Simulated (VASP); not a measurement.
# Pb (Fd-3m) in VASP: further runs, part 2 of 2

VASP 6.6.1.

**3. Relaxation of cell and atoms, PBE**

This run uses another cell than the first one, of 39.89 Å³/atom, 0.908 times its volume.

The input, INCAR:

```
SYSTEM = Pb
PREC = Accurate
ENCUT = 600
EDIFF = 1E-6
ISMEAR = -1
SIGMA = 0.05
LREAL = .FALSE.
LASPH = .TRUE.
NELM = 80
ALGO = Normal
ISIF = 3
LWAVE = .FALSE.
LCHARG = .FALSE.
GGA = PE
IBRION = 2
NSW = 60
EDIFFG = -0.005
```

The input, KPOINTS:

```
Automatic mesh
0
G
  11 11 11
  0 0 0
```

The input, POSCAR:

```
Pb
1.0
    0.0000000000      3.4168854378      3.4168854378
    3.4168854378      0.0000000000      3.4168854378
    3.4168854378      3.4168854378      0.0000000000
Pb
2
Direct
   -0.1250000000     -0.1250000000     -0.1250000000
    0.1250000000      0.1250000000      0.1250000000
```

Potentials or basis: VASP PAW PBE potentials, release 64 (Pb_d).

Started as:

```sh
$ cat potpaw_PBE.64/Pb_d/POTCAR > POTCAR
$ mpirun -np 1 vasp_std > vasp.out
```

OUTCAR:

```text
SYSTEM = Pb
   PREC = Accurate
   ENCUT = 600
   EDIFF = 1E-6
   ISMEAR = -1
   LREAL = .FALSE.
   LASPH = .TRUE.
   NELM = 80
   ISIF = 3
   GGA = PE
   IBRION = 2
   NSW = 60
   EDIFFG = -0.005

 ion  position               nearest neighbor table
   1  0.875  0.875  0.875-   2 2.96   2 2.96   2 2.96   2 2.96
   2  0.125  0.125  0.125-   1 2.96   1 2.96   1 2.96   1 2.96

  LATTYP: Found a face centered cubic cell.
 ALAT       =     6.8337708756

  Lattice vectors:

 A1 = (   0.0000000000,   3.4168854378,   3.4168854378)
 A2 = (   3.4168854378,   0.0000000000,   3.4168854378)
 A3 = (   3.4168854378,   3.4168854378,   0.0000000000)

Analysis of symmetry for initial positions (statically):
=====================================================================
 Subroutine PRICEL returns:
 Original cell was already a primitive cell.

 Routine SETGRP: Setting up the symmetry group for a
 face centered cubic supercell.

 Subroutine GETGRP returns: Found 48 space group operations
 (whereof 12 operations were pure point group operations)
 out of a pool of 48 trial point group operations.

The static configuration has the point symmetry D_3d.
 The point group associated with its full space group is O_h .

Analysis of symmetry for dynamics (positions and initial velocities):
=====================================================================
 Subroutine PRICEL returns:
 Original cell was already a primitive cell.

 Routine SETGRP: Setting up the symmetry group for a
 face centered cubic supercell.

 Subroutine GETGRP returns: Found 48 space group operations
 (whereof 12 operations were pure point group operations)
 out of a pool of 48 trial point group operations.

The dynamic configuration has the point symmetry D_3d.
 The point group associated with its full space group is O_h .

 Subroutine INISYM returns: Found 48 space group operations
 (whereof 12 operations are pure point group operations),
 and found     1 'primitive' translations

----------------------------------------------------------------------------------------

                                     Primitive cell

  volume of cell :      79.7850

  direct lattice vectors                    reciprocal lattice vectors
     0.000000000  3.416885438  3.416885438    -0.146332094  0.146332094  0.146332094
     3.416885438  0.000000000  3.416885438     0.146332094 -0.146332094  0.146332094
     3.416885438  3.416885438  0.000000000     0.146332094  0.146332094 -0.146332094

  length of vectors
     4.832205727  4.832205727  4.832205727     0.253454621  0.253454621  0.253454621

  position of ions in fractional coordinates (direct lattice)
     0.875000000  0.875000000  0.875000000
     0.125000000  0.125000000  0.125000000

  ion indices of the primitive-cell ions
   primitive index   ion index
                 1           1
                 2           2

----------------------------------------------------------------------------------------

 KPOINTS: Automatic mesh

Automatic generation of k-mesh.
[... 27 lines left out ...]
  0.363636  0.000000  0.000000      8.000000
  0.454545  0.000000  0.000000      8.000000
[... 16 lines left out ...]
 -0.272727  0.181818  0.000000     24.000000
 -0.181818  0.181818  0.000000     12.000000
 [... further k-points ...]
   k-points           NKPTS =     56   k-points in BZ     NKDIM =     56   number of bands    NBANDS=     18
   number of dos      NEDOS =    301   number of ions     NIONS =      2
   total plane-waves  NPLWV =  64000
   dimension x,y,z NGX =    40 NGY =   40 NGZ =   40
   dimension x,y,z NGXF=    80 NGYF=   80 NGZF=   80
   ions per type =               2
   NGX,Y,Z   is equivalent  to a cutoff of  13.76, 13.76, 13.76 a.u.
   NGXF,Y,Z  is equivalent  to a cutoff of  27.52, 27.52, 27.52 a.u.
 SYSTEM =  Pb
   PREC   = accura    normal or accurate (medium, high low for compatibility)
   ISTART =      0    job   : 0-new  1-cont  2-samecut
   ICHARG =      2    charge: 1-file 2-atom 10-const
   ISPIN  =      1    spin polarized calculation?
   LNONCOLLINEAR =      F non collinear calculations
   LSORBIT =      F    spin-orbit coupling
   LASPH  =      T    aspherical Exc in radial PAW
   ENCUT  =  600.0 eV  44.10 Ry    6.64 a.u.   9.65  9.65  9.65*2*pi/ulx,y,z
   NELM   =     80;   NELMIN=  2; NELMDL= -5     # of ELM steps
   EDIFF  = 0.1E-05   stopping-criterion for ELM
   LREAL  =      F    real-space projection
   EDIFFG = -.5E-02   stopping-criterion for IOM
   NSW    =     60    number of steps for IOM
   IBRION =      2    ionic relax: 0-MD 1-quasi-New 2-CG
   NFREE  =      1    steps in history (QN), initial steepest desc. (CG)
   ISIF   =      3    stress and relaxation
   ISYM   =      2    0-nonsym 1-usesym 2-fastsym
   POTIM  = 0.5000    time-step for ionic-motion
   TEBEG  =    0.0;   TEEND  =   0.0 temperature during run
   PSTRESS=    0.0 pullay stress
   NELECT =      28.0000    total number of electrons
   NUPDOWN=      -1.0000    fix difference up-down
   EMIN   =  10.00;   EMAX   =-10.00  energy-range for DOS
   EFERMI =   0.00;   METHOD = LEGACY
   ISMEAR =    -1;   SIGMA  =   0.05  broadening in eV -4-tet -1-fermi 0-gaus
   EFERMI_NEDOS =   21; number of points for ismear=-14 and -15
   IALGO  =     38    algorithm
   IMIX   =      4    mixing-type and parameters
     AMIX     =   0.40;   BMIX     =  1.00
     AMIX_MAG =   1.60;   BMIX_MAG =  1.00
  volume/ion in A,a.u.               =      39.89       269.21
  Fermi-wavevector in a.u.,A,eV,Ry     =   1.154748  2.182157 18.142582  1.333442
  Thomas-Fermi vector in A             =   2.291382
   LORBIT       =      0    0 simple, 1 ext, 2 COOP (PROOUT), +10 PAW based schemes
   GGA     = PE    functional components
   LHFCALC =     F    Hartree Fock is set to
   AEXX    =    0.0000 exact exchange contribution
   IVDW    =     0    specifies the selected vdW correction
   LEPSILON=     F    determine dielectric tensor
   LRPA    =     F    only Hartree local field effects (RPA)
 conjugate gradient relaxation of ions
 non-spin polarized calculation
  energy-cutoff  :      600.00
  volume of cell :       79.79
 maximum number of plane-waves:      2701
   NGX = 19   NGY = 19   NGZ = 19

--------------------------------------- Ionic step        1  -------------------------------------------

 number of electron      28.0000004 magnetization

 Free energy of the ion-electron system (eV)
  ---------------------------------------------------
  ext. energy  EPLUGINS =         0.00000000
  ---------------------------------------------------
  free energy    TOTEN  =        -6.53509946 eV

  energy without entropy =       -6.53030936  energy(sigma->0) =       -6.53270441

------------------------ aborting loop because EDIFF is reached ----------------------------------------

  FORCE on cell =-STRESS in cart. coord.  units (eV):
  Direction    XX          YY          ZZ          XY          YZ          ZX
  --------------------------------------------------------------------------------------
  -------------------------------------------------------------------------------------
  Total        1.5344459      1.5344459      1.5344459     -0.0000000     -0.0000000      0.0000000
  in kB       30.8134922     30.8134922     30.8134922     -0.0000000     -0.0000000      0.0000000
  external PRESSURE =      30.8134922 kB  Pullay stress =       0.0000000 kB
[... 59 lines left out ...]
--------------------------------------- Ionic step        3  -------------------------------------------

 number of electron      27.9999998 magnetization

 Free energy of the ion-electron system (eV)
  ---------------------------------------------------
  ext. energy  EPLUGINS =         0.00000000
  ---------------------------------------------------
  free energy    TOTEN  =        -6.60567797 eV

  energy without entropy =       -6.59928044  energy(sigma->0) =       -6.60247921

 E-fermi :   3.6657     XC(G=0):  -8.1014

 val. band max:        3.6447804190   @ k =  -0.1818   0.0909   0.0000
 cond. band min:       3.6918017124   @ k =  -0.4545   0.0909   0.0000
 fundamental gap:      0.0470212934
 Fermi energy:         3.6656988700

 k-point     1 :       0.0000    0.0000    0.0000
  band No.  band energies     occupation
      1     -13.3870      2.00000
      2     -13.3870      2.00000
      3     -13.3870      2.00000
      4     -13.3225      2.00000
      5     -13.3225      2.00000
      6     -12.9691      2.00000
[... 481 lines left out ...]
      5     -13.2440      2.00000
      6     -13.0573      2.00000
[... 10 lines left out ...]
     17       6.8388      0.00000
     18       7.7086      0.00000

 [... further k-points ...]

------------------------ aborting loop because EDIFF is reached ----------------------------------------

  FORCE on cell =-STRESS in cart. coord.  units (eV):
  Direction    XX          YY          ZZ          XY          YZ          ZX
  --------------------------------------------------------------------------------------
  -------------------------------------------------------------------------------------
  Total        0.0093143      0.0093143      0.0093143      0.0000000      0.0000000      0.0000000
  in kB        0.1699150      0.1699150      0.1699150      0.0000000      0.0000000      0.0000000
  external PRESSURE =       0.1699150 kB  Pullay stress =       0.0000000 kB
[... 17 lines left out ...]
  FREE ENERGIE OF THE ION-ELECTRON SYSTEM (eV)
  ---------------------------------------------------
  free  energy   TOTEN  =        -6.6056779699 eV

  energy  without entropy=       -6.5992804424  energy(sigma->0) =       -6.60247921

 reached required accuracy - stopping structural energy minimisation
```

Run time: 2.2 min. Hardware: 1 thread of AMD EPYC 9R45 (Zen 5), shared host; peak memory 0.26 GiB.

Results:

```yaml
Free_energy: -6.6057 eV
Relaxed_volume: 43.91 Å³/atom
Relaxed_cell: a = 4.989 Å, b = 4.989 Å, c = 4.989 Å, α = 60.00°, β = 60.00°, γ = 60.00°
Space_group_after_relaxing_to_0.05_Å: Fd-3m (No. 227)
Energy_gained_by_relaxing: 35.3 meV/atom
Ionic_steps: 3
Pressure_after_relaxing: 0.0 GPa
Band_gap_on_the_k_mesh: zero (band 14 reaches 4.04 eV, above the bottom of band 15 at 3.03 eV)
```

The path:
| step | energy change (eV) | largest force (eV/Å) | pressure (GPa) | volume (Å³) |
| --- | --- | --- | --- | --- |
| 1 | 0.0000 | 0.0000 | 3.08 | 79.79 |
| 2 | -0.0694 | 0.0000 | -0.31 | 88.98 |
| 3 | -0.0706 | 0.0000 | 0.02 | 87.83 |

Final structure:
```
Pb
1.0
     0.00000    3.52803    3.52803
     3.52803    0.00000    3.52803
     3.52803    3.52803    0.00000
Pb
2
Direct
  0.87500 0.87500 0.87500
  0.12500 0.12500 0.12500
```

Caveat: spin-orbit coupling is left out, which moves the levels of the heavy elements.
